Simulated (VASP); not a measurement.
# MgC2 (P4_2/mnm) in VASP: further runs

The runs below take MgC2 through single point, with revPBE+D4, LDA.

All numbers are computed with VASP 6.6.1; they aren't measurements. Logs are shortened: lines on timing, memory, paths and dates and some standing lists are left out, and cuts for length are marked.

## Step 1: The cell of the first run

It takes space group P4_2/mnm (No. 136, tetragonal). Conventional cell: a = 4.003 Å, b = 4.003 Å, c = 5.053 Å, α = 90.00°, β = 90.00°, γ = 90.00°. Mg (site symmetry mmm) has 10 C at 2.19 to 2.90 Å within 3.0 Å. Within 1.7 Å of C (site symmetry m2m) lie 1 C at 1.27 Å.

## Step 2: Single point, revPBE+D4

The input, INCAR:

```
ALGO     = Normal         # electronic algorithm
EDIFF    = 1E-6           # SCF threshold, eV
ENCUT    = 840            # plane-wave cutoff, eV
GGA      = RE             # functional
GGA_COMPAT= F            
ISIF     = 2              # what is computed and relaxed
ISMEAR   = 0              # smearing method
IVDW     = 13             # dispersion correction
LASPH    = T              # aspherical terms in the spheres
LCHARG   = T              # write CHGCAR
LELF     = T              # ELF
LREAL    = F              # projectors in reciprocal space
LVHAR    = T            
LWAVE    = F              # write WAVECAR
NBANDS   = 27             # bands
NELM     = 120            # most SCF steps
PREC     = Accurate       # precision mode
SIGMA    = 0.01           # smearing width, eV
```

The input, KPOINTS:

```
k-points
0
Gamma
  7 7 6
```

The input, POSCAR:

```
MgC2
1.0
    4.0027668699      0.0000000000      0.0000000000
    0.0000000000      4.0027668699      0.0000000000
    0.0000000000      0.0000000000      5.0527161180
Mg C
2 4
Direct
    0.0000000000      0.0000000000      0.5000000000
    0.5000000000      0.5000000000      0.0000000000
    0.3876550000      0.6123450000      0.5000000000
    0.6123450000      0.3876550000      0.5000000000
    0.8876550000      0.8876550000      0.0000000000
    0.1123450000      0.1123450000      0.0000000000
```

Potentials or basis: VASP PAW PBE potentials, release 64 (Mg_sv, C).

Command:

```
$ cat potpaw_PBE.64/Mg_sv/POTCAR potpaw_PBE.64/C/POTCAR > POTCAR
$ mpirun -np 1 vasp_std > vasp.out
```

OUTCAR:

```text
EDIFF = 1E-6
   ENCUT = 840
   GGA = RE
   ISIF = 2
   ISMEAR = 0
   IVDW = 13
   LASPH = T
   LREAL = F
   NELM = 120
   PREC = Accurate

 ion  position               nearest neighbor table
   1  0.000  0.000  0.500-
   2  0.500  0.500  0.000-
   3  0.388  0.612  0.500-   4 1.27
   4  0.612  0.388  0.500-   3 1.27
   5  0.888  0.888  0.000-   6 1.27
   6  0.112  0.112  0.000-   5 1.27

  LATTYP: Found a simple tetragonal cell.
 ALAT       =     4.0027668699
 C/A-ratio  =     1.2623058705

  Lattice vectors:

 A1 = (   4.0027668699,   0.0000000000,   0.0000000000)
 A2 = (   0.0000000000,   4.0027668699,   0.0000000000)
 A3 = (   0.0000000000,   0.0000000000,   5.0527161180)

Analysis of symmetry for initial positions (statically):
=====================================================================
 Subroutine PRICEL returns:
 Original cell was already a primitive cell.

 Routine SETGRP: Setting up the symmetry group for a
 simple tetragonal supercell.

 Subroutine GETGRP returns: Found 16 space group operations
 (whereof  8 operations were pure point group operations)
 out of a pool of 16 trial point group operations.

The static configuration has the point symmetry D_2h.
 The point group associated with its full space group is D_4h.

Analysis of symmetry for dynamics (positions and initial velocities):
=====================================================================
 Subroutine PRICEL returns:
 Original cell was already a primitive cell.

 Routine SETGRP: Setting up the symmetry group for a
 simple tetragonal supercell.

 Subroutine GETGRP returns: Found 16 space group operations
 (whereof  8 operations were pure point group operations)
 out of a pool of 16 trial point group operations.

The dynamic configuration has the point symmetry D_2h.
 The point group associated with its full space group is D_4h.

 Subroutine INISYM returns: Found 16 space group operations
 (whereof  8 operations are pure point group operations),
 and found     1 'primitive' translations

----------------------------------------------------------------------------------------

                                     Primitive cell
[... 97 lines left out ...]
   ENCUT  =  840.0 eV  61.74 Ry    7.86 a.u.   9.46  9.46 11.94*2*pi/ulx,y,z
   NELM   =    120;   NELMIN=  2; NELMDL= -5     # of ELM steps
   EDIFF  = 0.1E-05   stopping-criterion for ELM
   LREAL  =      F    real-space projection
   EDIFFG = 0.1E-04   stopping-criterion for IOM
   NSW    =      0    number of steps for IOM
   IBRION =     -1    ionic relax: 0-MD 1-quasi-New 2-CG
   NFREE  =      0    steps in history (QN), initial steepest desc. (CG)
   ISIF   =      2    stress and relaxation
   ISYM   =      2    0-nonsym 1-usesym 2-fastsym
   POTIM  = 0.5000    time-step for ionic-motion
   TEBEG  =    0.0;   TEEND  =   0.0 temperature during run
   PSTRESS=    0.0 pullay stress
   NELECT =      36.0000    total number of electrons
   NUPDOWN=      -1.0000    fix difference up-down
   EMIN   =  10.00;   EMAX   =-10.00  energy-range for DOS
   EFERMI =   0.00;   METHOD = LEGACY
   ISMEAR =     0;   SIGMA  =   0.01  broadening in eV -4-tet -1-fermi 0-gaus
   EFERMI_NEDOS =   21; number of points for ismear=-14 and -15
   IALGO  =     38    algorithm
   IMIX   =      4    mixing-type and parameters
     AMIX     =   0.40;   BMIX     =  1.00
     AMIX_MAG =   1.60;   BMIX_MAG =  1.00
  volume/ion in A,a.u.               =      13.49        91.05
  Fermi-wavevector in a.u.,A,eV,Ry     =   1.249570  2.361344 21.244471  1.561425
  Thomas-Fermi vector in A             =   2.383604
   LORBIT       =      0    0 simple, 1 ext, 2 COOP (PROOUT), +10 PAW based schemes
   GGA     = RE    functional components
   LHFCALC =     F    Hartree Fock is set to
   AEXX    =    0.0000 exact exchange contribution
   IVDW    =    13    specifies the selected vdW correction
   LEPSILON=     F    determine dielectric tensor
   LRPA    =     F    only Hartree local field effects (RPA)
 non-spin polarized calculation
 Gauss-broadening in eV      SIGMA  =   0.01
  energy-cutoff  :      840.00
  volume of cell :       80.96
 maximum number of plane-waves:      4508
 NGX is ok and might be reduce to    40
   NGX = 19   NGY = 19   NGZ = 23

 number of electron      35.9999984 magnetization

 Free energy of the ion-electron system (eV)
  ---------------------------------------------------
  ext. energy  EPLUGINS =         0.00000000
  ---------------------------------------------------
  free energy    TOTEN  =       -35.78736330 eV

  energy without entropy =      -35.78736330  energy(sigma->0) =      -35.78736330

 E-fermi :   1.0135     XC(G=0):  -9.3385

 val. band max:        0.8558057470   @ k =   0.4286   0.4286   0.5000
 cond. band min:       3.5283258436   @ k =   0.0000   0.0000   0.0000
 fundamental gap:      2.6725200966
 Fermi energy:         1.0135344198

 k-point     1 :       0.0000    0.0000    0.0000
  band No.  band energies     occupation
      1     -72.9865      2.00000
      2     -72.9864      2.00000
      3     -39.6671      2.00000
      4     -39.6671      2.00000
      5     -39.6338      2.00000
      6     -39.6305      2.00000
[... 709 lines left out ...]
     26      11.4928      0.00000
     27      11.8457      0.00000

 [... further k-points ...]

------------------------ aborting loop because EDIFF is reached ----------------------------------------

  DFT-D4 for vdW energy calculation

  Edisp (eV):   -2.13407

  FORCE on cell =-STRESS in cart. coord.  units (eV):
  Direction    XX          YY          ZZ          XY          YZ          ZX
  --------------------------------------------------------------------------------------
  -------------------------------------------------------------------------------------
  Total      -3.88746    -3.88746    -2.11234     0.00000     0.00000     0.00000
  in kB     -76.93623   -76.93623   -41.80499     0.00000     0.00000     0.00000
  external pressure =      -65.23 kB  Pullay stress =        0.00 kB

 VOLUME and BASIS-vectors are now :
 -----------------------------------------------------------------------------
  energy-cutoff  :      840.00
  volume of cell :       80.96
      direct lattice vectors                 reciprocal lattice vectors
     4.002766870  0.000000000  0.000000000     0.249827190  0.000000000  0.000000000
     0.000000000  4.002766870  0.000000000     0.000000000  0.249827190  0.000000000
     0.000000000  0.000000000  5.052716118     0.000000000  0.000000000  0.197913355

 POSITION                                       TOTAL-FORCE (eV/Angst)
 -----------------------------------------------------------------------------------
      0.00000      0.00000      2.52636         0.000000      0.000000     -0.000000
      2.00138      2.00138      0.00000         0.000000      0.000000     -0.000000
      1.55169      2.45107      2.52636         0.554112     -0.554112     -0.000000
      2.45107      1.55169      2.52636        -0.554112      0.554112     -0.000000
      3.55308      3.55308      0.00000         0.554112      0.554112     -0.000000
      0.44969      0.44969      0.00000        -0.554112     -0.554112      0.000000
 -----------------------------------------------------------------------------------
    total drift:                                0.000000      0.000000     -0.000000

  FREE ENERGIE OF THE ION-ELECTRON SYSTEM (eV)
  ---------------------------------------------------
  free  energy   TOTEN  =       -37.9214368591 eV

  energy  without entropy=      -37.9214368591  energy(sigma->0) =      -37.92143686
```

Run time: 1.7 min. Hardware: 1 thread of AMD EPYC 9R14 (Zen 4), shared host; peak memory 0.3 GiB.

What came out:

- Free energy: -37.9214 eV
- Pressure: -6.5 GPa
- Largest force: 0.784 eV/Å
- Band gap on the k mesh: 2.67 eV (least direct gap 3.00 eV)
- Dispersion energy per atom: -0.356 eV

Forces in eV/Å, atoms in the order of the input:
```
Mg   0.000  0.000  0.000
Mg   0.000  0.000  0.000
C    0.554 -0.554  0.000
C   -0.554  0.554  0.000
C    0.554  0.554  0.000
C   -0.554 -0.554  0.000
```

Stress tensor (GPa, compression positive):
```
-7.69  0.00  0.00
 0.00 -7.69  0.00
 0.00  0.00 -4.18
```

Caveat: the cell stands under tension; the PAW data sets were made with another functional, which shifts forces and pressure a little. A k mesh can miss the band edges.

## Step 3: Single point, LDA

This run uses another cell than the first one, of 10.32 Å³/atom.

The input, INCAR:

```
SYSTEM = MgC2
ALGO = Normal
EDIFF = 1E-6
ENCUT = 1300
GGA = CA
GGA_COMPAT = .False.
ISIF = 2
ISMEAR = -1
LASPH = .True.
LCHARG = .False.
LREAL = .False.
LWAVE = .False.
NBANDS = 27
NELM = 120
PREC = Accurate
SIGMA = 0.05
```

The input, KPOINTS:

```
k-points
0
Gamma
  5 5 5
  0 0 0
```

The input, POSCAR:

```
MgC2
1.0
    3.7201398572      0.0000000000      0.0000000000
    0.0000000000      3.7201398572      0.0000000000
    0.0000000000      0.0000000000      4.4738001684
Mg C
2 4
Direct
    0.0000000000      0.0000000000      0.5000000000
    0.5000000000      0.5000000000      0.0000000000
    0.3831073932      0.6168926068      0.5000000000
    0.1168926068      0.1168926068      0.0000000000
    0.6168926068      0.3831073932      0.5000000000
    0.8831073932      0.8831073932      0.0000000000
```

Potentials or basis: VASP PAW LDA potentials, release 64 (Mg_sv, C_h).

Command:

```
$ cat potpaw_LDA.64/Mg_sv/POTCAR potpaw_LDA.64/C_h/POTCAR > POTCAR
$ mpirun -np 1 vasp_std > vasp.out
```

OUTCAR:

```text
SYSTEM = MgC2
   EDIFF = 1E-6
   ENCUT = 1300
   GGA = CA
   ISIF = 2
   ISMEAR = -1
   LASPH = .True.
   LREAL = .False.
   NELM = 120
   PREC = Accurate

 ion  position               nearest neighbor table
   1  0.000  0.000  0.500-
   2  0.500  0.500  0.000-
   3  0.383  0.617  0.500-   5 1.23
   4  0.117  0.117  0.000-   6 1.23
   5  0.617  0.383  0.500-   3 1.23
   6  0.883  0.883  0.000-   4 1.23

  LATTYP: Found a simple tetragonal cell.
 ALAT       =     3.7201398572
 C/A-ratio  =     1.2025892413

  Lattice vectors:

 A1 = (   3.7201398572,   0.0000000000,   0.0000000000)
 A2 = (   0.0000000000,   3.7201398572,   0.0000000000)
 A3 = (   0.0000000000,   0.0000000000,   4.4738001684)

Analysis of symmetry for initial positions (statically):
=====================================================================
 Subroutine PRICEL returns:
 Original cell was already a primitive cell.

 Routine SETGRP: Setting up the symmetry group for a
 simple tetragonal supercell.

[... 170 lines left out ...]

 val. band max:        2.8028167199   @ k =   0.2000   0.2000   0.0000
 cond. band min:       4.3753404009   @ k =   0.0000   0.0000   0.0000
 fundamental gap:      1.5725236810
 Fermi energy:         3.6439240909

 k-point     1 :       0.0000    0.0000    0.0000
  band No.  band energies     occupation
      1     -69.1302      2.00000
      2     -69.1287      2.00000
      3     -36.6745      2.00000
      4     -36.6745      2.00000
      5     -36.6549      2.00000
      6     -36.6415      2.00000
[... 529 lines left out ...]
     26      15.2495      0.00000
     27      15.5509      0.00000

------------------------ aborting loop because EDIFF is reached ----------------------------------------

  FORCE on cell =-STRESS in cart. coord.  units (eV):
  Direction    XX          YY          ZZ          XY          YZ          ZX
  --------------------------------------------------------------------------------------
  -------------------------------------------------------------------------------------
  Total        7.9164339      7.9164339      7.8533401      0.0000000      0.0000000      0.0000000
  in kB      204.8542872    204.8542872    203.2216023      0.0000000      0.0000000      0.0000000
  external PRESSURE =     204.3100589 kB  Pullay stress =       0.0000000 kB

 VOLUME and BASIS-vectors are now :
 -----------------------------------------------------------------------------
  energy-cutoff  :     1300.00
  volume of cell :       61.91
      direct lattice vectors                 reciprocal lattice vectors
     3.720139857  0.000000000  0.000000000     0.268807098  0.000000000  0.000000000
     0.000000000  3.720139857  0.000000000     0.000000000  0.268807098  0.000000000
     0.000000000  0.000000000  4.473800168     0.000000000  0.000000000  0.223523618

 POSITION                                       TOTAL-FORCE (eV/Angst)
 -----------------------------------------------------------------------------------
      0.00000      0.00000      2.23690         0.000000      0.000000      0.000000
      1.86007      1.86007      0.00000         0.000000      0.000000      0.000000
      1.42521      2.29493      2.23690        -0.017632      0.017632      0.000000
      0.43486      0.43486      0.00000         0.017632      0.017632      0.000000
      2.29493      1.42521      2.23690         0.017632     -0.017632      0.000000
      3.28528      3.28528      0.00000        -0.017632     -0.017632      0.000000
 -----------------------------------------------------------------------------------
    total drift:                               -0.000000     -0.000000      0.000000

  FREE ENERGIE OF THE ION-ELECTRON SYSTEM (eV)
  ---------------------------------------------------
  free  energy   TOTEN  =       -40.3556252186 eV

  energy  without entropy=      -40.3556252063  energy(sigma->0) =      -40.35562521
```

It took 80 s on 1 thread of AMD EPYC 7R43 (Zen 3), shared host; peak memory 0.28 GiB.

Results:

* Free energy: -40.3556 eV
* Pressure: 20.4 GPa
* Largest force: 0.025 eV/Å
* Band gap on the k mesh: 1.57 eV (least direct gap 1.89 eV)

Forces in eV/Å, atoms in the order of the input:
```
Mg   0.000  0.000  0.000
Mg   0.000  0.000  0.000
C   -0.018  0.018  0.000
C    0.018  0.018  0.000
C    0.018 -0.018  0.000
C   -0.018 -0.018  0.000
```

Caveat: the cell stands under pressure.
